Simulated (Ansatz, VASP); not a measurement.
**Ga2Te2S: VASP beside Ansatz**

```xyz
5
Lattice="4.6844 0.0000 0.0000 -2.3422 4.0568 0.0000 0.0000 0.0000 6.9645" Properties=species:S:1:pos:R:3 pbc="T T T"
Ga    2.3422    1.3523    2.4199
Ga    0.0000    2.7046    4.5447
Te    0.0000    2.7046    1.5824
Te    2.3422    1.3523    5.3821
S     0.0000    0.0000    0.0000
```

Change from the starting cell: species swapped into the SrMg2Sb2 type (P-3m1, No. 164).

Alike in both runs: task relaxation of cell and atoms; functional PBE; k mesh 6 × 6 × 4; occupations gaussian, width 0.1 eV; no spin polarisation.

|  | VASP | Ansatz |
| --- | --- | --- |
| version | VASP 6.6.1 | Ansatz 0.2.0 |
| potentials or method | VASP PAW PBE potentials, release 64 (Ga_d, Te, S), cutoff 600 eV | scalar-relativistic, plane waves, PAW |
| valence electrons in the cell | 44 | 64 |

Ansatz gave:

* gap on the k mesh at the Fermi level, each at its own relaxed structure (eV): none
* relaxed volume (Å³/atom): 26.45
* relaxed cell length with the largest relative difference (Å): 6.988

Estimate VASP's values.

gap on the k mesh at the Fermi level, each at its own relaxed structure (eV): none; relaxed volume (Å³/atom): 26.48; relaxed cell length with the largest relative difference (Å): 6.977.

A gap of «none» marks a metal or a gap that the smearing closes. VASP's potentials hold 44 valence electrons a cell and Ansatz's 64, so a difference there can come from the potentials and not from the codes.

Spin-orbit coupling is off throughout.
